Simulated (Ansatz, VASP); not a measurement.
# BeS: VASP beside Ansatz

POSCAR

```
BeS
1.0
    0.0000000000      2.3856201057      2.3856201057
    2.3856201057      0.0000000000      2.3856201057
    2.3856201057      2.3856201057      0.0000000000
Be S
1 1
Direct
    0.0000000000      0.0000000000      0.0000000000
    0.2500000000      0.2500000000      0.2500000000
```

File INCAR.step1:

```
ALGO = Normal ; EDIFF = 1E-4
ENCUT = 520 ; GGA = PE
ISMEAR = 0 ; LASPH = True
LCHARG = False ; LREAL = False
LWAVE = True ; NBANDS = 11
NELM = 60 ; PREC = Accurate
SIGMA = 0.01
```

INCAR.step2

```
ALGO = Normal ; EDIFF = 1E-6
ENCUT = 520 ; ISIF = 2
ISMEAR = 0 ; ISTART = 1
LASPH = True ; LCHARG = False
LMIXTAU = True ; LREAL = False
LWAVE = False ; METAGGA = R2SCAN
NBANDS = 11 ; NELM = 60
PREC = Accurate ; SIGMA = 0.01
```

File KPOINTS:

```
k-points
0
Gamma
  10 10 10
```

Input for Ansatz:

```yaml
crystal:
  lattice:
    - [0.0, 2.3856201057, 2.3856201057]
    - [2.3856201057, 0.0, 2.3856201057]
    - [2.3856201057, 2.3856201057, 0.0]
  atoms:
    - { symbol: Be, position: [0.0, 0.0, 0.0] }
    - { symbol: S, position: [0.25, 0.25, 0.25] }
kpoints:
  mp_grid: { grid: [10, 10, 10] }
  band_path:
    path:
      - [0.0, 0.0, 0.0]
      - [-0.5, -0.5, 0.0]
      - [-0.375, -0.375, 0.25]
      - [-0.375, 0.0, 0.375]
      - [0.0, 0.0, 0.5]
      - [-0.5, -0.25, 0.25]
      - [-0.0375, 0.0, 0.0375]
      - [0.0, 0.5, 0.5]
    npoints: 1
hamiltonian:
  xc: r2scan
scf:
  occupations: { method: fixed }
  n_extra_bands: 4
output:
  forces: true
  stress: true
  eigenvalues: true
```

Change from the starting cell: hydrostatic strain -2.0%.

Alike in both runs: task single point; functional r2SCAN; k mesh 10 × 10 × 10; no spin polarisation.

|  | VASP | Ansatz |
| --- | --- | --- |
| version | VASP 6.6.1 | Ansatz 0.2.0 |
| potentials or method | VASP PAW PBE potentials, release 64 (Be, S) | plane waves, PAW |
| plane-wave cutoff (eV) | 520 | 500 |
| occupations | gaussian, width 0.01 eV | fixed |
| valence electrons in the cell | 8 | 8 |

VASP gave:

| Item | Value |
| --- | --- |
| gap on the k mesh at the Fermi level (eV) | 3.46 |
| pressure (GPa) | 6.9 |

Question: What did Ansatz give for the same quantities?

Answer: gap on the k mesh at the Fermi level (eV): 3.45; pressure (GPa): 6.6.

VASP's potentials were made for PBE, not for r2SCAN.
